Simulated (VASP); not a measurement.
Crystal: NbAs.

```
Nb As
1.0
     0.00000    2.90678    2.90678
     2.90678    0.00000    2.90678
     2.90678    2.90678    0.00000
Nb As
1 1
Direct
  0.00000 0.00000 0.00000
  0.25000 0.25000 0.25000
```

Base run:

- Program: VASP 6.6.1
- Functional: PBE
- Potentials or basis: VASP PAW PBE potentials, release 64 (Nb_sv, As)
- Cutoff: 500 eV
- k mesh: 12 × 12 × 12
- Occupations: gaussian, width 0.1 eV
- Spin: collinear spin
- Starting moments: [0.9, -0.03] μB
- Fixed moment: 1.25 μB

Its results: pressure 2.3 GPa; site moments Nb +0.97; As -0.04 μB.

Question: The run is repeated on the same cell with these changes: fixed moment from 1.25 μB to 1.75 μB; moments at the start from [0.9, -0.03] to [1.2, -0.04]. What comes out?

Answer: Pressure 4.2 GPa; site moments Nb +1.30; As -0.05 μB.

Caveats: the total moment is fixed, so each spin has its own Fermi level; the cell stands under pressure (at least some runs).
